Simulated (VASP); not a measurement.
# TiTe2 (pbesol) (P-3m1) in VASP: notebook, part 2 of 2

VASP 6.6.1. The steps go on from the part before.

## Step 5: Single point, PBEsol (volume scaled by 1.09, then relaxed in part)

The input, INCAR:

```
  PREC = Accurate
  ENCUT = 520
  EDIFF = 1E-6
  ISMEAR = 0
  SIGMA = 0.1
  LREAL = F
  LASPH = T
  NELM = 60
  ALGO = Normal
  ISIF = 2
  LWAVE = F
  LCHARG = F
  GGA = PS
  NBANDS = 19
```

The input, KPOINTS:

```
regular mesh
0
Gamma
  15 15 8
```

The input, POSCAR:

```
TiTe2
1.0
    3.7317254780      0.0000000000      0.0000000000
   -1.8658627390      3.2317690639      0.0000000000
    0.0000000000      0.0000000000      6.8910478945
Ti Te
1 2
Direct
    0.0000000000      0.0000000000      0.0000000000
    0.6666666667      0.3333333333      0.2503250199
    0.3333333333      0.6666666667      0.7496749801
```

On the command line:

```console
cat potpaw_PBE.64/Ti_sv/POTCAR potpaw_PBE.64/Te/POTCAR > POTCAR
mpirun -np 1 vasp_std > vasp.out
```

Run time: 6.9 min. Hardware: 1 thread of Oxide Virtual Turin-like, shared host; peak memory 0.38 GiB.

The run converged. Its results:

- Free energy: -17.4948 eV
- Pressure: -1.6 GPa
- Largest force: 0.018 eV/Å
- Band gap on the k mesh: zero (band 12 reaches 6.68 eV, above the bottom of band 13 at 5.97 eV)

Forces on the atoms (eV/Å):
```
Ti   0.000  0.000  0.000
Te   0.000  0.000  0.018
Te   0.000  0.000 -0.018
```

Levels at points of the mesh, in eV from the Fermi level:
| k point | band 9 | band 10 | band 11 | band 12 | band 13 | band 14 | band 15 | band 16 |
| --- | --- | --- | --- | --- | --- | --- | --- | --- |
| (0.00, 0.00, 0.00) | -1.55 | -0.04 | 0.25 | 0.41 | 0.41 | 1.21 | 1.21 | 3.31 |
| (0.00, 0.00, 0.50) | -1.52 | -1.52 | 0.40 | 0.40 | 0.88 | 1.04 | 1.04 | 3.55 |

Caveat: the cell differs from its parent crystal (volume scaled by 1.09, then relaxed in part); the PAW data sets were made with another functional, which shifts forces and pressure a little; spin-orbit coupling is left out, which moves the levels of the heavy elements; this functional lacks dispersion, which binds the layers, so the pressure and a relaxed spacing across them are unreliable.

## Step 6: Relaxation of shape and atoms at fixed volume, PBEsol (volume scaled by 0.91)

The input, INCAR:

```
PREC     = Accurate       # precision mode
ENCUT    = 600            # plane-wave cutoff, eV
EDIFF    = 1E-6           # SCF threshold, eV
ISMEAR   = 0              # smearing method
SIGMA    = 0.1            # smearing width, eV
LREAL    = F              # projectors in reciprocal space
LASPH    = T              # aspherical terms in the spheres
NELM     = 100            # most SCF steps
ALGO     = Normal         # electronic algorithm
ISIF     = 4              # what is computed and relaxed
LWAVE    = F              # write WAVECAR
LCHARG   = F              # write CHGCAR
GGA      = PS             # functional
IBRION   = 2              # ionic algorithm
NSW      = 50             # ionic steps
EDIFFG   = -0.01          # ionic threshold
```

KPOINTS is that of step 5.

The input, POSCAR:

```
TiTe2
1.0
    3.5965970428      0.0000000000      0.0000000000
   -1.7982985214      3.1147444062      0.0000000000
    0.0000000000      0.0000000000      6.1934975817
Ti Te
1 2
Direct
    0.0000000000      0.0000000000      0.0000000000
    0.6666666667      0.3333333333      0.2759383202
    0.3333333333      0.6666666667      0.7240616798
```

Potentials or basis: VASP PAW PBE potentials, release 64 (Ti_sv, Te).

On the command line:

```console
cat potpaw_PBE.64/Ti_sv/POTCAR potpaw_PBE.64/Te/POTCAR > POTCAR
mpirun -np 1 vasp_std > vasp.out
```

OUTCAR:

```text
PREC = Accurate
   ENCUT = 600
   EDIFF = 1E-6
   ISMEAR = 0
   LREAL = F
   LASPH = T
   NELM = 100
   ISIF = 4
   GGA = PS
   IBRION = 2
   NSW = 50
   EDIFFG = -0.01

 ion  position               nearest neighbor table
   1  0.000  0.000  0.000-   2 2.69   3 2.69   3 2.69   2 2.69   2 2.69   3 2.69
   2  0.667  0.333  0.276-   1 2.69   1 2.69   1 2.69   3 3.47   3 3.47   3 3.47
   3  0.333  0.667  0.724-   1 2.69   1 2.69   1 2.69   2 3.47   2 3.47   2 3.47

  LATTYP: Found a hexagonal cell.
 ALAT       =     3.5965970428
 C/A-ratio  =     1.7220437842

  Lattice vectors:

 A1 = (   3.5965970428,   0.0000000000,   0.0000000000)
 A2 = (  -1.7982985214,   3.1147444062,   0.0000000000)
 A3 = (   0.0000000000,   0.0000000000,   6.1934975817)

Analysis of symmetry for initial positions (statically):
=====================================================================
 Subroutine PRICEL returns:
 Original cell was already a primitive cell.

 Routine SETGRP: Setting up the symmetry group for a
 hexagonal supercell.

 Subroutine GETGRP returns: Found 12 space group operations
 (whereof 12 operations were pure point group operations)
[... 171 lines left out ...]

  FORCE on cell =-STRESS in cart. coord.  units (eV):
  Direction    XX          YY          ZZ          XY          YZ          ZX
  --------------------------------------------------------------------------------------
  -------------------------------------------------------------------------------------
  Total        2.4250803      2.4250803      2.6180847     -0.0000000     -0.0000000      0.0000000
  in kB       55.9998067     55.9998067     60.4566548     -0.0000000     -0.0000000      0.0000000
  external PRESSURE =      57.4854228 kB  Pullay stress =       0.0000000 kB
[... 135 lines left out ...]
--------------------------------------- Ionic step        5  -------------------------------------------

 number of electron      24.0000000 magnetization

 Free energy of the ion-electron system (eV)
  ---------------------------------------------------
  ext. energy  EPLUGINS =         0.00000000
  ---------------------------------------------------
  free energy    TOTEN  =       -17.44982569 eV

  energy without entropy =      -17.44296475  energy(sigma->0) =      -17.44639522

 E-fermi :   8.6115     XC(G=0): -10.7263

 val. band max:        8.6048184981   @ k =   0.0000   0.4000   0.2500
 cond. band min:       8.6120961083   @ k =   0.3333   0.0667   0.3750
 fundamental gap:      0.0072776102
 Fermi energy:         8.6115436628

 k-point     1 :       0.0000    0.0000    0.0000
  band No.  band energies     occupation
      1     -48.3444      2.00000
      2     -24.7196      2.00000
      3     -24.7196      2.00000
      4     -24.7124      2.00000
      5      -4.7760      2.00000
      6      -2.6743      2.00000
[... 433 lines left out ...]
      3     -24.7536      2.00000
      4     -24.6923      2.00000
      5      -2.2658      2.00000
      6      -1.9838      2.00000
[... 8 lines left out ...]
     15      10.3675      0.00000
     16      11.1101      0.00000

 [... further k-points ...]
[... 5 lines left out ...]
  --------------------------------------------------------------------------------------
  -------------------------------------------------------------------------------------
  Total        2.1243185      2.1243185      2.1254721      0.0000000      0.0000000      0.0000000
  in kB       49.0546345     49.0546345     49.0812740      0.0000000      0.0000000      0.0000000
  external PRESSURE =      49.0635143 kB  Pullay stress =       0.0000000 kB
[... 18 lines left out ...]
  FREE ENERGIE OF THE ION-ELECTRON SYSTEM (eV)
  ---------------------------------------------------
  free  energy   TOTEN  =       -17.4498256942 eV

  energy  without entropy=      -17.4429647491  energy(sigma->0) =      -17.44639522

 reached required accuracy - stopping structural energy minimisation
```

Run time: 12 min. Hardware: 1 thread of Oxide Virtual Turin-like, shared host; peak memory 0.38 GiB.

Results:

- Free energy: -17.4498 eV
- Energy gained by relaxing: 2.3 meV/atom
- Ionic steps: 5
- Pressure after relaxing: 4.9 GPa
- Largest force after relaxing: 0.003 eV/Å
- Band gap on the k mesh: zero (band 12 reaches 9.11 eV, above the bottom of band 13 at 8.22 eV)

Forces on the atoms (eV/Å):
```
Ti   0.000  0.000  0.000
Te   0.000  0.000  0.003
Te   0.000  0.000 -0.003
```

Step by step:
```csv
step,energy change (eV),largest force (eV/Å),pressure (GPa),volume (Å³)
1,0.0000,0.2976,5.75,69.38
2,-0.0059,0.1041,5.24,69.38
3,-0.0066,0.0144,4.96,69.38
4,-0.0069,0.0088,4.93,69.38
5,-0.0070,0.0030,4.91,69.38
```

Final structure:
```xyz
3
Lattice="3.5985 0.0000 0.0000 -1.7992 3.1164 0.0000 0.0000 0.0000 6.1870" Properties=species:S:1:pos:R:3 pbc="T T T"
Ti    0.0000    0.0000    0.0000
Te    1.7992    1.0388    1.7310
Te    0.0000    2.0776    4.4560
```

Levels at points of the mesh, in eV from the Fermi level:
```
           k point  band 10  band 11  band 12  band 13  band 14  band 15
(0.00, 0.00, 0.00)     0.11     0.50     0.50     1.05     1.56     1.56
(0.00, 0.00, 0.50)    -1.46     0.47     0.47     0.94     0.94     1.26
```

Caveat: the cell differs from its parent crystal (volume scaled by 0.91); the PAW data sets were made with another functional, which shifts forces and pressure a little; spin-orbit coupling is left out, which moves the levels of the heavy elements.

## Step 7: Summary

| task | cell | cutoff (eV) | gap on the mesh (eV) | pressure (GPa) | largest force (eV/Å) |
| --- | --- | --- | --- | --- | --- |
| single point | a = 3.696, b = 3.696, c = 6.445 Å, angles 90.0, 90.0, 120.0°, 3 atoms | 520 | none | 0.0 | 0.02 |
| single point | a = 3.720, b = 3.720, c = 6.551 Å, angles 90.0, 90.0, 120.0°, 3 atoms | 520 | none | -0.9 | 0.01 |
| single point | a = 3.733, b = 3.733, c = 6.696 Å, angles 90.0, 90.0, 120.0°, 3 atoms | 520 | none | -1.4 | 0.02 |
| single point | a = 3.732, b = 3.732, c = 6.891 Å, angles 90.0, 90.0, 120.0°, 3 atoms | 520 | none | -1.6 | 0.02 |
| relaxation of shape and atoms at fixed volume | relaxed from a = 3.597, b = 3.597, c = 6.193 Å, angles 90.0, 90.0, 120.0°, 3 atoms | 600 | none | 4.9 | - |

Alike in all rows: level PBEsol; potentials or basis VASP PAW PBE potentials, release 64 (Ti_sv, Te); no spin polarisation; k mesh 15 × 15 × 8; smearing gaussian 0.1 eV.

Caveats: the PAW data sets were made with another functional, which shifts forces and pressure a little; spin-orbit coupling is left out, which moves the levels of the heavy elements; this functional lacks dispersion, which binds the layers, so the pressure and a relaxed spacing across them are unreliable (some runs).

Total energies depend on the potentials used, so only differences within one code and one set of settings carry meaning.
